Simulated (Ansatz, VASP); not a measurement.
# One calculation of SiAs4, two programs

File INCAR:

```
PREC = Accurate
ENCUT = 600
EDIFF = 1E-6
ISMEAR = 0
SIGMA = 0.1
LREAL = F
LASPH = T
NELM = 60
ALGO = Normal
ISIF = 3
LWAVE = F
LCHARG = F
GGA = PE
IBRION = 2
NSW = 100
EDIFFG = -0.01
```

Contents of KPOINTS:

```
Automatic mesh
0
Gamma
  10 10 10
```

Contents of POSCAR:

```
SiAs4
1.0
   -2.9810873400      2.9810873400      2.9810873400
    2.9810873400     -2.9810873400      2.9810873400
    2.9810873400      2.9810873400     -2.9810873400
Si As
1 4
Direct
    0.0000000000      0.0000000000      0.0000000000
    0.0000000000      0.0000000000      0.5000000000
    0.5000000000      0.0000000000      0.0000000000
    0.5000000000      0.5000000000      0.5000000000
    0.0000000000      0.5000000000      0.0000000000
```

Input for Ansatz:

```yaml
crystal:
  lattice:
    - [-2.98108734, 2.98108734, 2.98108734]
    - [2.98108734, -2.98108734, 2.98108734]
    - [2.98108734, 2.98108734, -2.98108734]
  atoms:
    - { symbol: Si, position: [0.0, 0.0, 0.0] }
    - { symbol: As, position: [0.0, 0.0, 0.5] }
    - { symbol: As, position: [0.5, 0.0, 0.0] }
    - { symbol: As, position: [0.5, 0.5, 0.5] }
    - { symbol: As, position: [0.0, 0.5, 0.0] }
basis:
  ecutwfc: 420
kpoints:
  mp_grid: { grid: [10, 10, 10] }
hamiltonian:
  xc: pbe
scf:
  occupations: { method: gaussian, width: 0.1 }
output:
  forces: true
  stress: true
  eigenvalues: true
  write_density: true
  write_potential: true
  elf: true
  volumetric_format: npy
relax:
  adjacent_minimum: "off"
  f_tol: 0.01
  max_steps: 80
  cell: { stress_tol: 0.05 }
```

Change from the starting cell: species swapped into the NiHg4 type (Im-3m, No. 229).

Alike in both runs: task relaxation of cell and atoms; functional PBE; k mesh 10 × 10 × 10; occupations gaussian, width 0.1 eV; no spin polarisation.

|  | VASP | Ansatz |
| --- | --- | --- |
| version | VASP 6.6.1 | Ansatz 0.2.0 |
| potentials or method | VASP PAW PBE potentials, release 64 (Si, As), cutoff 600 eV | scalar-relativistic, plane waves, PAW |
| valence electrons in the cell | 24 | 64 |

```csv
,VASP,Ansatz,Ansatz less VASP
"gap on the k mesh at the Fermi level, each at its own relaxed structure (eV)",none,none,-
relaxed volume (Å³/atom),21.42,21.39,-0.033
relaxed length of the cell vector where the two differ most in proportion (Å),5.182,5.179,-0.0027
```

A gap of «none» marks a metal or a gap that the smearing closes. VASP's potentials hold 24 valence electrons a cell and Ansatz's 64, so a difference there can come from the potentials and not from the codes.
